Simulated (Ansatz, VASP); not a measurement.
## One calculation of KBr, two programs

```
K Br
1.0
     0.00000    3.18611    3.18611
     3.18611    0.00000    3.18611
     3.18611    3.18611    0.00000
K Br
1 1
Direct
  0.00000 0.00000 0.00000
  0.50000 0.50000 0.50000
```

Alike in both runs: task single point; functional PBE; k mesh 8 × 8 × 8; occupations gaussian, width 0.05 eV; no spin polarisation.

```csv
,VASP,Ansatz
version,VASP 6.6.1,Ansatz 0.2.0
potentials or method,"VASP PAW PBE potentials, release 64 (K_sv, Br), cutoff 520 eV","scalar-relativistic, plane waves, PAW"
valence electrons in the cell,16,16
```

|  | VASP | Ansatz | Ansatz less VASP |
| --- | --- | --- | --- |
| gap on the k mesh at the Fermi level (eV) | 4.74 | 4.74 | +0.002 |
| pressure (GPa) | 3.0 | 3.0 | -0.07 |
